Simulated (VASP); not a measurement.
# Si2Mo (P6_222) in VASP: single point with r2SCAN

Aim: the single point of Si2Mo with r2SCAN.

All numbers are computed with VASP 6.6.1; they aren't measurements. Logs are shortened: lines on timing, memory, paths and dates and some standing lists are left out, and cuts for length are marked.

### Step 1. The cell of the first run

The structure is hexagonal, space group P6_222 (No. 180). The conventional cell has a = 4.584 Å, b = 4.584 Å, c = 6.577 Å, α = 90.00°, β = 90.00°, γ = 120.00°. Within 3.4 Å of Si (site symmetry 2) lie 9 Si at 2.55 to 3.20 Å and 5 Mo at 2.57 to 2.67 Å. Mo (site symmetry 222) has 10 Si at 2.57 to 2.67 Å and 4 Mo at 3.17 Å within 3.4 Å.

### Step 2. Single point, r2SCAN

File POSCAR:

```
Si2Mo
1.0
    4.5839769344      0.0000000000      0.0000000000
   -2.2919884672      3.9698404756      0.0000000000
    0.0000000000      0.0000000000      6.5768413695
Si Mo
6 3
Direct
    0.1638603719      0.8361396281      0.8333333333
    0.3277207439      0.1638603719      0.1666666667
    0.8361396281      0.6722792561      0.5000000000
    0.8361396281      0.1638603719      0.8333333333
    0.6722792561      0.8361396281      0.1666666667
    0.1638603719      0.3277207439      0.5000000000
    0.5000000000      0.0000000000      0.5000000000
    0.0000000000      0.5000000000      0.1666666667
    0.5000000000      0.5000000000      0.8333333333
```

File INCAR.step1:

```
SYSTEM = Si2Mo
ALGO     = Normal         ! electronic algorithm
EDIFF    = 1E-4           ! SCF threshold, eV
ENCUT    = 520            ! plane-wave cutoff, eV
GGA      = PE             ! functional
ISMEAR   = 0              ! smearing method
LASPH    = .TRUE.         ! aspherical terms in the spheres
LCHARG   = .FALSE.        ! write CHGCAR
LREAL    = .FALSE.        ! projectors in reciprocal space
LWAVE    = .TRUE.         ! write WAVECAR
NBANDS   = 43             ! bands
NELM     = 80             ! most SCF steps
PREC     = Accurate       ! precision mode
SIGMA    = 0.01           ! smearing width, eV
```

File INCAR.step2:

```
SYSTEM = Si2Mo
ALGO     = Normal         ! electronic algorithm
EDIFF    = 1E-6           ! SCF threshold, eV
ENCUT    = 520            ! plane-wave cutoff, eV
ISIF     = 2              ! what is computed and relaxed
ISMEAR   = 0              ! smearing method
ISTART   = 1            
LASPH    = .TRUE.         ! aspherical terms in the spheres
LCHARG   = .FALSE.        ! write CHGCAR
LMIXTAU  = .TRUE.       
LREAL    = .FALSE.        ! projectors in reciprocal space
LWAVE    = .FALSE.        ! write WAVECAR
METAGGA  = R2SCAN         ! meta-GGA
NBANDS   = 43             ! bands
NELM     = 80             ! most SCF steps
PREC     = Accurate       ! precision mode
SIGMA    = 0.01           ! smearing width, eV
```

File KPOINTS:

```
k-points
0
G
  12 12 6
  0 0 0
```

Potentials or basis: VASP PAW PBE potentials, release 64 (Si, Mo_sv).

On the command line:

```console
cat potpaw_PBE.64/Si/POTCAR potpaw_PBE.64/Mo_sv/POTCAR > POTCAR
cp INCAR.step1 INCAR
mpirun -np 1 vasp_std > vasp.out
cp INCAR.step2 INCAR
mpirun -np 1 vasp_std > vasp.out
```

OUTCAR:

```text
SYSTEM = Si2Mo
   EDIFF = 1E-6
   ENCUT = 520
   ISIF = 2
   ISMEAR = 0
   ISTART = 1
   LASPH = .TRUE.
   LREAL = .FALSE.
   METAGGA = R2SCAN
   NELM = 80
   PREC = Accurate

 ion  position               nearest neighbor table
   1  0.164  0.836  0.833-   3 2.55   2 2.55   7 2.57   8 2.57   4 2.60   9 2.64   9 2.64   9 2.67
                             4 2.67   4 2.67   6 3.14   5 3.14
   2  0.328  0.164  0.167-   6 2.55   1 2.55   7 2.57   9 2.57   5 2.60   8 2.64   8 2.64   8 2.67
                             5 2.67   5 2.67   3 3.14   4 3.14
   3  0.836  0.672  0.500-   1 2.55   5 2.55   8 2.57   9 2.57   6 2.60   7 2.64   7 2.64   7 2.67
                             6 2.67   6 2.67   4 3.14   2 3.14
   4  0.836  0.164  0.833-   6 2.55   5 2.55   7 2.57   8 2.57   1 2.60   9 2.64   9 2.64   9 2.67
                             1 2.67   1 2.67   3 3.14   2 3.14
   5  0.672  0.836  0.167-   3 2.55   4 2.55   7 2.57   9 2.57   2 2.60   8 2.64   8 2.64   8 2.67
                             2 2.67   2 2.67   6 3.14   1 3.14
   6  0.164  0.328  0.500-   4 2.55   2 2.55   8 2.57   9 2.57   3 2.60   7 2.64   7 2.64   7 2.67
                             3 2.67   3 2.67   5 3.14   1 3.14
   7  0.500  0.000  0.500-   2 2.57   5 2.57   4 2.57   1 2.57   6 2.64   3 2.64   6 2.64   3 2.64
                             6 2.67   3 2.67   8 3.17   9 3.17   9 3.17   8 3.17
   8  0.000  0.500  0.167-   3 2.57   6 2.57   4 2.57   1 2.57   2 2.64   5 2.64   2 2.64   5 2.64
                             5 2.67   2 2.67   7 3.17   7 3.17   9 3.17   9 3.17
   9  0.500  0.500  0.833-   3 2.57   6 2.57   5 2.57   2 2.57   1 2.64   4 2.64   1 2.64   4 2.64
                             1 2.67   4 2.67   7 3.17   7 3.17   8 3.17   8 3.17

  LATTYP: Found a hexagonal cell.
 ALAT       =     4.5839769344
 C/A-ratio  =     1.4347457380

  Lattice vectors:

 A1 = (   4.5839769344,   0.0000000000,   0.0000000000)
 A2 = (  -2.2919884672,   3.9698404756,   0.0000000000)
 A3 = (   0.0000000000,   0.0000000000,   6.5768413695)

Analysis of symmetry for initial positions (statically):
=====================================================================
 Subroutine PRICEL returns:
 Original cell was already a primitive cell.

 Routine SETGRP: Setting up the symmetry group for a
 hexagonal supercell.

 Subroutine GETGRP returns: Found 12 space group operations
 (whereof  4 operations were pure point group operations)
 out of a pool of 24 trial point group operations.

The static configuration has the point symmetry D_2 .
 The point group associated with its full space group is D_6 .

Analysis of symmetry for dynamics (positions and initial velocities):
=====================================================================
 Subroutine PRICEL returns:
 Original cell was already a primitive cell.

 Routine SETGRP: Setting up the symmetry group for a
[... 135 lines left out ...]
   EFERMI =   0.00;   METHOD = LEGACY
   ISMEAR =     0;   SIGMA  =   0.01  broadening in eV -4-tet -1-fermi 0-gaus
   EFERMI_NEDOS =   21; number of points for ismear=-14 and -15
   IALGO  =     38    algorithm
   IMIX   =      4    mixing-type and parameters
     AMIX     =   0.40;   BMIX     =  1.00
     AMIX_MAG =   1.60;   BMIX_MAG =  1.00
  volume/ion in A,a.u.               =      13.30        89.74
  Fermi-wavevector in a.u.,A,eV,Ry     =   1.342492  2.536943 24.521590  1.802286
  Thomas-Fermi vector in A             =   2.470642
   LORBIT       =      0    0 simple, 1 ext, 2 COOP (PROOUT), +10 PAW based schemes
   METAGGA = R2SCAN    functional components
   LHFCALC =     F    Hartree Fock is set to
   AEXX    =    0.0000 exact exchange contribution
   IVDW    =     0    specifies the selected vdW correction
   LEPSILON=     F    determine dielectric tensor
   LRPA    =     F    only Hartree local field effects (RPA)
 non-spin polarized calculation
 Gauss-broadening in eV      SIGMA  =   0.01
  energy-cutoff  :      520.00
  volume of cell :      119.68
 maximum number of plane-waves:      3300
 NGX is ok and might be reduce to    36
   NGX = 17   NGY = 17   NGZ = 25

 number of electron      65.9999996 magnetization

 Free energy of the ion-electron system (eV)
  ---------------------------------------------------
  ext. energy  EPLUGINS =         0.00000000
  ---------------------------------------------------
  free energy    TOTEN  =      -134.77335736 eV

  energy without entropy =     -134.77335736  energy(sigma->0) =     -134.77335736

 E-fermi :  12.9932     XC(G=0): -13.4280

 val. band max:       12.9222053114   @ k =   0.5000  -0.0000   0.5000
 cond. band min:      13.0735731393   @ k =   0.5000  -0.0000   0.0000
 fundamental gap:      0.1513678279
 Fermi energy:        12.9932089679

 k-point     1 :       0.0000    0.0000    0.0000
  band No.  band energies     occupation
      1     -50.1251      2.00000
      2     -50.0906      2.00000
      3     -50.0906      2.00000
      4     -23.6628      2.00000
      5     -23.6606      2.00000
      6     -23.6606      2.00000
[... 1093 lines left out ...]
     42      16.4931      0.00000
     43      17.0259      0.00000

 [... further k-points ...]

------------------------ aborting loop because EDIFF is reached ----------------------------------------

  FORCE on cell =-STRESS in cart. coord.  units (eV):
  Direction    XX          YY          ZZ          XY          YZ          ZX
  --------------------------------------------------------------------------------------
  -------------------------------------------------------------------------------------
  Total        0.3065944      0.3065944      0.2798629     -0.0000000      0.0000000      0.0000000
  in kB        4.1043268      4.1043268      3.7464769     -0.0000000      0.0000000      0.0000000
  external PRESSURE =       3.9850435 kB  Pullay stress =       0.0000000 kB

 VOLUME and BASIS-vectors are now :
 -----------------------------------------------------------------------------
  energy-cutoff  :      520.00
  volume of cell :      119.68
      direct lattice vectors                 reciprocal lattice vectors
     4.583976934  0.000000000  0.000000000     0.218151185  0.125949645  0.000000000
    -2.291988467  3.969840476  0.000000000     0.000000000  0.251899291  0.000000000
     0.000000000  0.000000000  6.576841370     0.000000000  0.000000000  0.152048673

 POSITION                                       TOTAL-FORCE (eV/Angst)
 -----------------------------------------------------------------------------------
     -1.16529      3.31934      5.48070        -0.006731      0.003886      0.000000
      1.12670      0.65050      1.09614        -0.006731     -0.003886     -0.000000
      2.29199      2.66884      3.28842        -0.000000      0.007773      0.000000
      3.45728      0.65050      5.48070         0.006731     -0.003886     -0.000000
      1.16529      3.31934      1.09614         0.006731      0.003886      0.000000
     -0.00000      1.30100      3.28842        -0.000000     -0.007773      0.000000
      2.29199      0.00000      3.28842        -0.000000     -0.000000      0.000000
     -1.14599      1.98492      1.09614        -0.000000     -0.000000      0.000000
      1.14599      1.98492      5.48070        -0.000000      0.000000      0.000000
 -----------------------------------------------------------------------------------
    total drift:                               -0.000000     -0.000000      0.000000

  FREE ENERGIE OF THE ION-ELECTRON SYSTEM (eV)
  ---------------------------------------------------
  free  energy   TOTEN  =      -134.7733573622 eV

  energy  without entropy=     -134.7733573622  energy(sigma->0) =     -134.77335736
```

OUTCAR.step1:

```text
SYSTEM = Si2Mo
   EDIFF = 1E-4
   ENCUT = 520
   GGA = PE
   ISMEAR = 0
[... 1365 lines left out ...]
     -0.00000      1.30100      3.28842        -0.000000      0.006992      0.000000
      2.29199      0.00000      3.28842        -0.000000     -0.000000      0.000000
     -1.14599      1.98492      1.09614        -0.000000     -0.000000     -0.000000
      1.14599      1.98492      5.48070        -0.000000      0.000000      0.000000
 -----------------------------------------------------------------------------------
    total drift:                               -0.000000     -0.000000      0.000001

  FREE ENERGIE OF THE ION-ELECTRON SYSTEM (eV)
  ---------------------------------------------------
  free  energy   TOTEN  =       -69.5123297387 eV

  energy  without entropy=      -69.5123296565  energy(sigma->0) =      -69.51232970
```

OSZICAR.step1:

```text
N       E                     dE             d eps       ncg     rms          rms(c)
DAV:   1     0.542371205242E+03    0.54237E+03   -0.36472E+04  7008   0.148E+03
DAV:   2    -0.462600903709E+02   -0.58863E+03   -0.56797E+03  7450   0.396E+02
DAV:   3    -0.715449718841E+02   -0.25285E+02   -0.24773E+02  8496   0.718E+01
DAV:   4    -0.719784437828E+02   -0.43347E+00   -0.43077E+00  8024   0.889E+00
DAV:   5    -0.719860830690E+02   -0.76393E-02   -0.76291E-02  8175   0.117E+00    0.376E+01
DAV:   6    -0.699489231439E+02    0.20372E+01   -0.16594E+01  7655   0.188E+01    0.860E+00
DAV:   7    -0.696305479919E+02    0.31838E+00   -0.29678E+00  7534   0.760E+00    0.818E+00
DAV:   8    -0.695133746935E+02    0.11717E+00   -0.37668E-01  7679   0.329E+00    0.817E-01
DAV:   9    -0.695127875380E+02    0.58716E-03   -0.21497E-02  8606   0.573E-01    0.430E-01
DAV:  10    -0.695125690292E+02    0.21851E-03   -0.50032E-03  7708   0.401E-01    0.175E-01
DAV:  11    -0.695123314329E+02    0.23760E-03   -0.11859E-03  7679   0.179E-01    0.255E-02
DAV:  12    -0.695123297387E+02    0.16943E-05   -0.40596E-05  4020   0.320E-02
   1 F= -.69512330E+02 E0= -.69512330E+02  d E =-.822186E-07
```

Run time: 9.9 min. Hardware: 1 thread of Intel Xeon 6975P-C (Granite Rapids), shared host; peak memory 0.46 GiB.

What came out:

```yaml
Free_energy: -134.7734 eV
Pressure: 0.4 GPa
Largest_force: 0.008 eV/Å
Band_gap_on_the_k_mesh: 0.15 eV (least direct gap 0.69 eV)
```

Forces in eV/Å, atoms in the order of the input:
```
Si  -0.007  0.004  0.000
Si  -0.007 -0.004  0.000
Si   0.000  0.008  0.000
Si   0.007 -0.004  0.000
Si   0.007  0.004  0.000
Si   0.000 -0.008  0.000
Mo   0.000  0.000  0.000
Mo   0.000  0.000  0.000
Mo   0.000  0.000  0.000
```

Caveat: the PAW data sets were made with another functional, which shifts forces and pressure a little. A k mesh can miss the band edges.
